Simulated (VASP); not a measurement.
# ZnMo3 (Pm-3m) in VASP: notebook

The runs below take ZnMo3 through single point, with PBE.

Everything below comes from runs of VASP 6.6.1. Logs are shortened: lines on timing, memory, paths and dates and some standing lists are left out, and cuts for length are marked.

## (1) The cell of the first run

The structure is cubic, space group Pm-3m (No. 221). Conventional cell: a = 3.890 Å, b = 3.890 Å, c = 3.890 Å, α = 90.00°, β = 90.00°, γ = 90.00°. Within 3.6 Å of Mo (site symmetry 4/mmm) lie 8 Mo at 2.75 Å and 4 Zn at 2.75 Å. Within 3.6 Å of Zn (site symmetry m-3m) lie 12 Mo at 2.75 Å.

## (2) Single point, PBE

The input, INCAR:

```
SYSTEM = ZnMo3
PREC     = Accurate       ! precision mode
ENCUT    = 520            ! plane-wave cutoff, eV
EDIFF    = 1E-6           ! SCF threshold, eV
ISMEAR   = -1             ! smearing method
SIGMA    = 0.05           ! smearing width, eV
LREAL    = .False.        ! projectors in reciprocal space
LASPH    = .True.         ! aspherical terms in the spheres
NELM     = 60             ! most SCF steps
ALGO     = Normal         ! electronic algorithm
ISIF     = 2              ! what is computed and relaxed
LWAVE    = .False.        ! write WAVECAR
LCHARG   = .True.         ! write CHGCAR
GGA      = PE             ! functional
LELF     = .True.         ! ELF
LVHAR    = .True.       
NBANDS   = 35             ! bands
```

The input, KPOINTS:

```
regular mesh
0
Gamma
  7 7 7
  0 0 0
```

The input, POSCAR:

```
ZnMo3
1.0
    3.8898616023      0.0000000000      0.0000000000
    0.0000000000      3.8898616023      0.0000000000
    0.0000000000      0.0000000000      3.8898616023
Mo Zn
3 1
Direct
    0.5000000000      0.5000000000      0.0000000000
    0.5000000000      0.0000000000      0.5000000000
    0.0000000000      0.5000000000      0.5000000000
    0.0000000000      0.0000000000      0.0000000000
```

Potentials or basis: VASP PAW PBE potentials, release 64 (Mo_sv, Zn).

On the command line:

```
> cat potpaw_PBE.64/Mo_sv/POTCAR potpaw_PBE.64/Zn/POTCAR > POTCAR
> mpirun -np 1 vasp_std > vasp.out
```

OUTCAR:

```text
SYSTEM = ZnMo3
   PREC = Accurate
   ENCUT = 520
   EDIFF = 1E-6
   ISMEAR = -1
   LREAL = .False.
   LASPH = .True.
   NELM = 60
   ISIF = 2
   GGA = PE

 ion  position               nearest neighbor table
   1  0.500  0.500  0.000-   2 2.75   3 2.75   4 2.75   2 2.75   3 2.75   2 2.75   4 2.75   2 2.75
                             3 2.75   4 2.75   3 2.75   4 2.75
   2  0.500  0.000  0.500-   1 2.75   3 2.75   4 2.75   1 2.75   4 2.75   1 2.75   3 2.75   1 2.75
                             3 2.75   4 2.75   4 2.75   3 2.75
   3  0.000  0.500  0.500-   1 2.75   2 2.75   4 2.75   1 2.75   4 2.75   2 2.75   4 2.75   4 2.75
                             1 2.75   2 2.75   1 2.75   2 2.75
   4  0.000  0.000  0.000-   1 2.75   2 2.75   3 2.75   2 2.75   3 2.75   1 2.75   3 2.75   3 2.75
                             1 2.75   2 2.75   2 2.75   1 2.75

  LATTYP: Found a simple cubic cell.
 ALAT       =     3.8898616023

  Lattice vectors:

 A1 = (   3.8898616023,   0.0000000000,   0.0000000000)
 A2 = (   0.0000000000,   3.8898616023,   0.0000000000)
 A3 = (   0.0000000000,   0.0000000000,   3.8898616023)

Analysis of symmetry for initial positions (statically):
=====================================================================
 Subroutine PRICEL returns:
 Original cell was already a primitive cell.

 Routine SETGRP: Setting up the symmetry group for a
 simple cubic supercell.

 Subroutine GETGRP returns: Found 48 space group operations
 (whereof 48 operations were pure point group operations)
 out of a pool of 48 trial point group operations.

The static configuration has the point symmetry O_h .

Analysis of symmetry for dynamics (positions and initial velocities):
=====================================================================
 Subroutine PRICEL returns:
 Original cell was already a primitive cell.

 Routine SETGRP: Setting up the symmetry group for a
 simple cubic supercell.

 Subroutine GETGRP returns: Found 48 space group operations
 (whereof 48 operations were pure point group operations)
 out of a pool of 48 trial point group operations.

The dynamic configuration has the point symmetry O_h .

 Subroutine INISYM returns: Found 48 space group operations
 (whereof 48 operations are pure point group operations),
 and found     1 'primitive' translations

----------------------------------------------------------------------------------------

                                     Primitive cell

  volume of cell :      58.8576

  direct lattice vectors                    reciprocal lattice vectors
     3.889861602  0.000000000  0.000000000     0.257078555  0.000000000  0.000000000
     0.000000000  3.889861602  0.000000000     0.000000000  0.257078555  0.000000000
     0.000000000  0.000000000  3.889861602     0.000000000  0.000000000  0.257078555

  length of vectors
     3.889861602  3.889861602  3.889861602     0.257078555  0.257078555  0.257078555

  position of ions in fractional coordinates (direct lattice)
     0.500000000  0.500000000  0.000000000
     0.500000000  0.000000000  0.500000000
     0.000000000  0.500000000  0.500000000
     0.000000000  0.000000000  0.000000000

  ion indices of the primitive-cell ions
   primitive index   ion index
                 1           1
                 2           2
                 3           3
                 4           4

----------------------------------------------------------------------------------------

 KPOINTS: regular mesh

Automatic generation of k-mesh.
 Grid dimensions read from file:
 generate k-points for:    7    7    7

 Generating k-lattice:

  Cartesian coordinates                     Fractional coordinates (reciprocal lattice)
     0.036725508  0.000000000  0.000000000     0.142857143  0.000000000  0.000000000
     0.000000000  0.036725508  0.000000000     0.000000000  0.142857143  0.000000000
     0.000000000  0.000000000  0.036725508     0.000000000  0.000000000  0.142857143

  Length of vectors
     0.036725508  0.036725508  0.036725508

  Shift w.r.t. Gamma in fractional coordinates (k-lattice)
     0.000000000  0.000000000  0.000000000

 Subroutine IBZKPT returns following result:
 ===========================================

 Found     20 irreducible k-points:

 Following reciprocal coordinates:
            Coordinates               Weight
  0.000000  0.000000  0.000000      1.000000
  0.142857  0.000000  0.000000      6.000000
  0.285714  0.000000  0.000000      6.000000
  0.428571  0.000000  0.000000      6.000000
  0.142857  0.142857  0.000000     12.000000
  0.285714  0.142857  0.000000     24.000000
[... 12 lines left out ...]
  0.428571  0.428571  0.285714     24.000000
  0.428571  0.428571  0.428571      8.000000
   k-points           NKPTS =     20   k-points in BZ     NKDIM =     20   number of bands    NBANDS=     35
   number of dos      NEDOS =    301   number of ions     NIONS =      4
   total plane-waves  NPLWV =  27000
   dimension x,y,z NGX =    30 NGY =   30 NGZ =   30
   dimension x,y,z NGXF=    60 NGYF=   60 NGZF=   60
   ions per type =               3   1
   NGX,Y,Z   is equivalent  to a cutoff of  12.82, 12.82, 12.82 a.u.
   NGXF,Y,Z  is equivalent  to a cutoff of  25.64, 25.64, 25.64 a.u.
 SYSTEM =  ZnMo3
   PREC   = accura    normal or accurate (medium, high low for compatibility)
   ISTART =      0    job   : 0-new  1-cont  2-samecut
   ICHARG =      2    charge: 1-file 2-atom 10-const
   ISPIN  =      1    spin polarized calculation?
   LNONCOLLINEAR =      F non collinear calculations
   LSORBIT =      F    spin-orbit coupling
   LASPH  =      T    aspherical Exc in radial PAW
   ENCUT  =  520.0 eV  38.22 Ry    6.18 a.u.   7.23  7.23  7.23*2*pi/ulx,y,z
   NELM   =     60;   NELMIN=  2; NELMDL= -5     # of ELM steps
   EDIFF  = 0.1E-05   stopping-criterion for ELM
   LREAL  =      F    real-space projection
   EDIFFG = 0.1E-04   stopping-criterion for IOM
   NSW    =      0    number of steps for IOM
   IBRION =     -1    ionic relax: 0-MD 1-quasi-New 2-CG
   NFREE  =      0    steps in history (QN), initial steepest desc. (CG)
   ISIF   =      2    stress and relaxation
   ISYM   =      2    0-nonsym 1-usesym 2-fastsym
   POTIM  = 0.5000    time-step for ionic-motion
   TEBEG  =    0.0;   TEEND  =   0.0 temperature during run
   PSTRESS=    0.0 pullay stress
   NELECT =      54.0000    total number of electrons
   NUPDOWN=      -1.0000    fix difference up-down
   EMIN   =  10.00;   EMAX   =-10.00  energy-range for DOS
   EFERMI =   0.00;   METHOD = LEGACY
   ISMEAR =    -1;   SIGMA  =   0.05  broadening in eV -4-tet -1-fermi 0-gaus
   EFERMI_NEDOS =   21; number of points for ismear=-14 and -15
   IALGO  =     38    algorithm
   IMIX   =      4    mixing-type and parameters
     AMIX     =   0.40;   BMIX     =  1.00
     AMIX_MAG =   1.60;   BMIX_MAG =  1.00
  volume/ion in A,a.u.               =      14.71        99.30
  Fermi-wavevector in a.u.,A,eV,Ry     =   1.590762  3.006105 34.429875  2.530524
  Thomas-Fermi vector in A             =   2.689407
   LORBIT       =      0    0 simple, 1 ext, 2 COOP (PROOUT), +10 PAW based schemes
   GGA     = PE    functional components
[... 5 lines left out ...]
 non-spin polarized calculation
  energy-cutoff  :      520.00
  volume of cell :       58.86
 maximum number of plane-waves:      1595
 NGX is ok and might be reduce to    30
   NGX = 15   NGY = 15   NGZ = 15

 number of electron      53.9999951 magnetization

 Free energy of the ion-electron system (eV)
  ---------------------------------------------------
  ext. energy  EPLUGINS =         0.00000000
  ---------------------------------------------------
  free energy    TOTEN  =       -33.13297481 eV

  energy without entropy =      -33.10261175  energy(sigma->0) =      -33.11779328

 E-fermi :  10.7971     XC(G=0): -13.2646

 val. band max:       10.7835401878   @ k =   0.4286   0.2857   0.0000
 cond. band min:      10.8174211030   @ k =   0.4286   0.4286   0.1429
 fundamental gap:      0.0338809153
 Fermi energy:        10.7970780588

 k-point     1 :       0.0000    0.0000    0.0000
  band No.  band energies     occupation
      1     -50.2304      2.00000
      2     -49.9185      2.00000
      3     -49.9185      2.00000
      4     -24.7417      2.00000
      5     -24.7417      2.00000
      6     -24.7417      2.00000
[... 27 lines left out ...]
     34      15.6292      0.00000
     35      15.6292      0.00000

 k-point     2 :       0.1429    0.0000    0.0000
  band No.  band energies     occupation
      1     -50.2169      2.00000
      2     -49.9323      2.00000
      3     -49.9184      2.00000
      4     -24.7112      2.00000
      5     -24.7112      2.00000
      6     -24.6947      2.00000
[... 27 lines left out ...]
     34      15.6436      0.00000
     35      15.6974      0.00000

 k-point     3 :       0.2857    0.0000    0.0000
  band No.  band energies     occupation
      1     -50.1802      2.00000
      2     -49.9695      2.00000
      3     -49.9179      2.00000
      4     -24.6316      2.00000
      5     -24.6316      2.00000
      6     -24.5601      2.00000
[... 27 lines left out ...]
     34      15.6334      0.00000
     35      16.8825      0.00000
[... 571 lines left out ...]
 k-point    19 :       0.4286    0.4286    0.2857
  band No.  band energies     occupation
      1     -50.0443      2.00000
      2     -50.0158      2.00000
      3     -50.0029      2.00000
      4     -24.9528      2.00000
      5     -24.6463      2.00000
      6     -24.5504      2.00000
[... 27 lines left out ...]
     34      14.3550      0.00000
     35      15.5133      0.00000

 k-point    20 :       0.4286    0.4286    0.4286
  band No.  band energies     occupation
      1     -50.0308      2.00000
      2     -50.0153      2.00000
      3     -50.0153      2.00000
      4     -25.0608      2.00000
      5     -24.6477      2.00000
      6     -24.6416      2.00000
[... 27 lines left out ...]
     34      14.9548      0.00000
     35      14.9572      0.00000

------------------------ aborting loop because EDIFF is reached ----------------------------------------

  FORCE on cell =-STRESS in cart. coord.  units (eV):
  Direction    XX          YY          ZZ          XY          YZ          ZX
  --------------------------------------------------------------------------------------
  -------------------------------------------------------------------------------------
  Total        3.2004690      3.2004690      3.2004690      0.0000000      0.0000000     -0.0000000
  in kB       87.1207810     87.1207810     87.1207810      0.0000000      0.0000000     -0.0000000
  external PRESSURE =      87.1207810 kB  Pullay stress =       0.0000000 kB

 VOLUME and BASIS-vectors are now :
 -----------------------------------------------------------------------------
  energy-cutoff  :      520.00
  volume of cell :       58.86
      direct lattice vectors                 reciprocal lattice vectors
     3.889861602  0.000000000  0.000000000     0.257078555  0.000000000  0.000000000
     0.000000000  3.889861602  0.000000000     0.000000000  0.257078555  0.000000000
     0.000000000  0.000000000  3.889861602     0.000000000  0.000000000  0.257078555

 POSITION                                       TOTAL-FORCE (eV/Angst)
 -----------------------------------------------------------------------------------
      1.94493      1.94493      0.00000         0.000000      0.000000      0.000000
      1.94493      0.00000      1.94493         0.000000      0.000000      0.000000
      0.00000      1.94493      1.94493         0.000000      0.000000      0.000000
      0.00000      0.00000      0.00000         0.000000      0.000000      0.000000
 -----------------------------------------------------------------------------------
    total drift:                                0.000000      0.000000     -0.000000

  FREE ENERGIE OF THE ION-ELECTRON SYSTEM (eV)
  ---------------------------------------------------
  free  energy   TOTEN  =       -33.1329748135 eV

  energy  without entropy=      -33.1026117496  energy(sigma->0) =      -33.11779328
```

It took 28 s on 1 thread of Intel Xeon Platinum 8559C (Emerald Rapids), shared host; peak memory 0.18 GiB.

Results:

| Property | Result |
| --- | --- |
| Free energy | -33.1330 eV |
| Pressure | 8.7 GPa |
| Band gap on the k mesh | zero (band 27 reaches 11.80 eV, above the bottom of band 28 at 10.30 eV) |

## (3) Single point, PBE

This run uses another cell than the first one, of 15.02 Å³/atom, 1.021 times its volume.

The input, INCAR:

```
SYSTEM = ZnMo3
PREC     = Accurate       ! precision mode
ENCUT    = 520            ! plane-wave cutoff, eV
EDIFF    = 1E-6           ! SCF threshold, eV
ISMEAR   = -1             ! smearing method
SIGMA    = 0.05           ! smearing width, eV
LREAL    = .FALSE.        ! projectors in reciprocal space
LASPH    = .TRUE.         ! aspherical terms in the spheres
NELM     = 100            ! most SCF steps
ALGO     = Normal         ! electronic algorithm
ISIF     = 2              ! what is computed and relaxed
LWAVE    = .FALSE.        ! write WAVECAR
LCHARG   = .FALSE.        ! write CHGCAR
GGA      = PE             ! functional
NBANDS   = 35             ! bands
```

The input, KPOINTS:

```
regular mesh
0
G
  7 7 7
  0 0 0
```

The input, POSCAR:

```
ZnMo3
1.0
    3.9166890818      0.0000000000      0.0000000000
    0.0000000000      3.9166890818      0.0000000000
    0.0000000000      0.0000000000      3.9166890818
Mo Zn
3 1
Direct
    0.5000000000      0.5000000000      0.0000000000
    0.5000000000      0.0000000000      0.5000000000
    0.0000000000      0.5000000000      0.5000000000
    0.0000000000      0.0000000000      0.0000000000
```

Potentials or basis: VASP PAW PBE potentials, release 64 (Mo_sv, Zn).

On the command line:

```
> cat potpaw_PBE.64/Mo_sv/POTCAR potpaw_PBE.64/Zn/POTCAR > POTCAR
> mpirun -np 1 vasp_std > vasp.out
```

It took 25 s on 1 thread of Intel Xeon Platinum 8559C (Emerald Rapids), shared host; peak memory 0.18 GiB.

It converged, with:

```
Free energy            : -33.1807 eV
Pressure               : 3.7 GPa
Band gap on the k mesh : zero (band 27 reaches 11.47 eV, above the bottom of band 28 at 9.99 eV)
```

Levels at points of the mesh, in eV from the Fermi level:
| k point | band 23 | band 24 | band 25 | band 26 | band 27 | band 28 | band 29 | band 30 | band 31 | band 32 |
| --- | --- | --- | --- | --- | --- | --- | --- | --- | --- | --- |
| (0.00, 0.00, 0.00) | -3.11 | -3.11 | 0.96 | 0.96 | 0.96 | 2.12 | 2.12 | 2.12 | 2.72 | 2.72 |

(Part 1 of 2 ends here.)
